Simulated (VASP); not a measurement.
Runs of VASP 6.6.1 on PbS (Galena). It takes space group Fm-3m (No. 225, cubic). The conventional cell has a = 5.931 Å, b = 5.931 Å, c = 5.931 Å, α = 90.00°, β = 90.00°, γ = 90.00°. Pb (site symmetry m-3m) has 6 S at 2.97 Å within 3.9 Å. S (site symmetry m-3m) has 6 Pb at 2.97 Å within 3.9 Å. 

```csv
level,potentials or basis,gap on the mesh (eV),pressure (GPa)
r2SCAN,"VASP PAW PBE potentials, release 64 (Pb_d, S)",0.62,1.3
LDA,"VASP PAW LDA potentials, release 64 (Pb_d, S)",0.21,(c)
revPBE,"VASP PAW PBE potentials, release 64 (Pb_d, S)",(a),3.5
RPBE,"VASP PAW PBE potentials, release 64 (Pb_d, S)",0.46,(b)
```

Alike in all rows: task single point; no spin polarisation; cell as given; k mesh 6 × 6 × 6; cutoff (eV) 520; smearing gaussian 0.01 eV.

Fill in the values left out.

(a) 0.43; (b) 4.1; (c) -2.6.

Caveats: spin-orbit coupling is left out, which moves the levels of the heavy elements; the PAW data sets were made with another functional, which shifts forces and pressure a little (some runs).

A k mesh can miss the band edges, and the runs leave out spin-orbit coupling on Pb.
